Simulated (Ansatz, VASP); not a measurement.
## Two plane-wave programs on CoO

File INCAR:

```
SYSTEM = CoO
  PREC = Accurate
  ENCUT = 700
  EDIFF = 1E-6
  ISMEAR = -1
  SIGMA = 0.03
  LREAL = .False.
  LASPH = .True.
  NELM = 200
  ALGO = Normal
  ISIF = 2
  LWAVE = .False.
  LCHARG = .False.
  ISPIN = 2
  MAGMOM = 0 3
  LORBIT = 11
  LMAXMIX = 4
  LDAU = .True.
  LDAUTYPE = 2
  LDAUL = -1 2
  LDAUU = 0 3.32
  LDAUJ = 0 0
  LDAUPRINT = 1
  GGA = PE
  NBANDS = 22
  GGA_COMPAT = .False.
```

The input KPOINTS:

```
Automatic mesh
0
Gamma
  8 8 8
  0 0 0
```

The input POSCAR:

```
CoO
1.0
    0.0000000000      2.1290000000      2.1290000000
    2.1290000000      0.0000000000      2.1290000000
    2.1290000000      2.1290000000      0.0000000000
O Co
1 1
Direct
    0.5000000000      0.5000000000      0.5000000000
    0.0000000000      0.0000000000      0.0000000000
```

Input for Ansatz:

```yaml
crystal:
  lattice:
    - [0.0, 2.129, 2.129]
    - [2.129, 0.0, 2.129]
    - [2.129, 2.129, 0.0]
  atoms:
    - { symbol: O, position: [0.5, 0.5, 0.5] }
    - { symbol: Co, position: [0.0, 0.0, 0.0], spin: 3.0 }
magnetization:
  spin_polarized: true
hamiltonian:
  xc: pbe
  pseudopotentials: { kind: paw }
  hubbard: { sites: [{ species: Co, l: d, u_eff: 3.32 }] }
basis:
  ecutwfc: 420
kpoints:
  mp_grid: { grid: [8, 8, 8] }
scf:
  occupations: { method: fermi_dirac, width: 0.03 }
  lower_state_search: "off"
output:
  forces: true
  stress: true
```

Alike in both runs: task single point; functional PBE; k mesh 8 × 8 × 8; occupations fermi-dirac, width 0.03 eV; collinear spin; Hubbard terms Co d U = 3.32 eV.

|  | VASP | Ansatz |
| --- | --- | --- |
| version | VASP 6.6.1 | Ansatz 0.2.0 |
| potentials or method | VASP PAW PBE potentials, release 64 (O, Co_sv), cutoff 700 eV | PAW, plane waves, scalar-relativistic |
| valence electrons in the cell | 23 | 23 |

Ansatz gave:

| Item | Value |
| --- | --- |
| pressure (GPa) | 1.2 |
| net moment per atom (μB) | 1.42 |
| size of the moment on the site where the two differ most (μB) | 2.50 |

Which values does VASP return?

Pressure (GPa): -0.3; net moment per atom (μB): 1.50; size of the moment on the site where the two differ most (μB): 2.69.

Site moments also hang on the region over which each program counts them. The programs project onto different local orbitals, so the same U acts differently, and such runs can settle in different states. Ansatz's warnings: filled band counts differ across k points.
